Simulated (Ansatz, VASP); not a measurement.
# NiMoIrPdW in VASP and in Ansatz

File INCAR:

```
PREC = Accurate ; ENCUT = 520
EDIFF = 1E-6 ; ISMEAR = -1
SIGMA = 0.05 ; LREAL = F
LASPH = T ; NELM = 150
ALGO = Normal ; ISIF = 2
LWAVE = F ; LCHARG = F
ISPIN = 2 ; MAGMOM = 1 1 0 0.6 0
LORBIT = 11 ; LMAXMIX = 4
GGA = PE ; NBANDS = 40
```

Contents of KPOINTS:

```
Automatic mesh
0
Gamma
  8 8 2
```

File POSCAR:

```
NiMoIrPdW
1.0
    2.3129123318     -1.4120346556      0.0089375526
    2.3129123318      1.4120346556      0.0089375526
   -2.1761855344      0.0000000000     10.7761037939
Ni Mo Pd Ir W
1 1 1 1 1
Direct
    0.4983800000      0.4983800000      0.2952500000
    0.3177300000      0.3177300000      0.9120700000
    0.2473300000      0.2473300000      0.4906100000
    0.7498200000      0.7498200000      0.1080200000
    0.6867300000      0.6867300000      0.6940600000
```

The input input.yaml:

```yaml
crystal:
  lattice:
    - [2.3129123318, -1.4120346556, 0.0089375526]
    - [2.3129123318, 1.4120346556, 0.0089375526]
    - [-2.1761855344, 0.0, 10.7761037939]
  atoms:
    - { symbol: Ni, position: [0.49838, 0.49838, 0.29525], spin: 1.0 }
    - { symbol: Mo, position: [0.31773, 0.31773, 0.91207], spin: 1.0 }
    - { symbol: Pd, position: [0.24733, 0.24733, 0.49061] }
    - { symbol: Ir, position: [0.74982, 0.74982, 0.10802], spin: 0.6 }
    - { symbol: W, position: [0.68673, 0.68673, 0.69406] }
kpoints:
  mp_grid: { grid: [8, 8, 2] }
scf:
  occupations: { method: fermi_dirac, width: 0.05 }
hamiltonian:
  xc: pbe
  pseudopotentials: { kind: all_electron, lapw: { basis_error: 0.003 } }
magnetization:
  spin_polarized: true
output:
  forces: true
  stress: true
  eigenvalues: true
```

Change from the starting cell: volume scaled by 0.96.

Alike in both runs: task single point; functional PBE; k mesh 8 × 8 × 2; occupations fermi-dirac, width 0.05 eV; collinear spin.

```csv
,VASP,Ansatz
version,VASP 6.6.1,Ansatz 0.2.0
potentials or method,"VASP PAW PBE potentials, release 64 (Ni, Mo_sv, Pd, Ir, W_sv), cutoff 520 eV","all-electron LAPW, scalar-relativistic"
```

|  | VASP | Ansatz | Ansatz less VASP |
| --- | --- | --- | --- |
| gap on the k mesh at the Fermi level (eV) | none | none | - |
| pressure (GPa) | 11.5 | 11.1 | -0.41 |
| traceless stress, the component that is largest in VASP (GPa) | -1.29 | -1.33 | -0.043 |
| rms of the force components (eV/Å) | 0.128 | 0.118 | -0.0098 |
| net moment per atom (μB) | 0.00 | 0.00 | 0.000 |

Atom by atom the forces differ by 0.011 eV/Å (rms over components). A gap of «none» marks a metal or a gap that the smearing closes. Ansatz ran all-electron here, and VASP with PAW potentials.

Neither program's run includes spin-orbit coupling. Noted on Ansatz's run: the k mesh is thin for a metal, which can move the energy by tens of meV per atom.
